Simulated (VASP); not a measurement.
Input of a VASP 6.6.1 run:

File INCAR:

```
ALGO     = Normal         # electronic algorithm
EDIFF    = 1E-7           # SCF threshold, eV
EDIFFG   = -0.005         # ionic threshold
ENCUT    = 840            # plane-wave cutoff, eV
GGA      = CA             # functional
GGA_COMPAT= False        
IBRION   = 2              # ionic algorithm
ISIF     = 3              # what is computed and relaxed
ISMEAR   = -1             # smearing method
LASPH    = True           # aspherical terms in the spheres
LCHARG   = False          # write CHGCAR
LREAL    = False          # projectors in reciprocal space
LWAVE    = False          # write WAVECAR
NELM     = 120            # most SCF steps
NELMIN   = 4            
NSW      = 80             # ionic steps
PREC     = Accurate       # precision mode
SIGMA    = 0.02           # smearing width, eV
```

The input KPOINTS:

```
k-points
0
Gamma
  6 6 6
```

The input POSCAR:

```
KMgF3
1.0
    4.0541864023      0.0000000000      0.0000000000
    0.0000000000      4.0541864023      0.0000000000
    0.0000000000      0.0000000000      4.0541864023
K Mg F
1 1 3
Direct
    0.5000000000      0.5000000000      0.5000000000
    0.0000000000      0.0000000000      0.0000000000
    0.5000000000      0.0000000000      0.0000000000
    0.0000000000      0.5000000000      0.0000000000
    0.0000000000      0.0000000000      0.5000000000
```

Potentials or basis: VASP PAW LDA potentials, release 64 (K_sv, Mg_sv, F).

The run is started by

```bash
$ cat potpaw_LDA.64/K_sv/POTCAR potpaw_LDA.64/Mg_sv/POTCAR potpaw_LDA.64/F/POTCAR > POTCAR
$ mpirun -np 1 vasp_std > vasp.out
```

(1) What does it give for the space group after relaxing (to 0.1 Å)?

(2) Predict the band gap on the k mesh.

(3) Estimate the relaxed volume.

(4) What does it give for the relaxed cell?

Results:

(1) Pm-3m (No. 221).

(2) 7.38 eV (least direct gap 7.70 eV).

(3) 12.02 Å³/atom.

(4) a = 3.917 Å, b = 3.917 Å, c = 3.917 Å, α = 90.00°, β = 90.00°, γ = 90.00°.
